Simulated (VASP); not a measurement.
A run of VASP 6.6.1 is set up as follows.

File INCAR:

```
ALGO = Normal
EDIFF = 1E-7
ENCUT = 520
GGA = PE
ISIF = 2
ISMEAR = 0
LASPH = True
LCHARG = False
LREAL = False
LWAVE = False
NBANDS = 11
NELM = 60
PREC = Accurate
SIGMA = 0.02
```

The input KPOINTS:

```
k-points
0
Gamma
  10 10 10
```

File POSCAR:

```
BP
1.0
    0.0000000000      2.2511946062      2.2511946062
    2.2511946062      0.0000000000      2.2511946062
    2.2511946062      2.2511946062      0.0000000000
B P
1 1
Direct
    0.5000000000      0.5000000000      0.5000000000
    0.7500000000      0.7500000000      0.7500000000
```

Potentials or basis: VASP PAW PBE potentials, release 64 (B, P).

The run is started by

```sh
$ cat potpaw_PBE.64/B/POTCAR potpaw_PBE.64/P/POTCAR > POTCAR
$ mpirun -np 1 vasp_std > vasp.out
```

Problem. What does it give for the pressure?

Solution. 5.0 GPa.

Problem. What does it give for the band gap on the k mesh?

Solution. 1.21 eV, indirect (least direct gap 3.44 eV).

 A k mesh can miss the band edges.
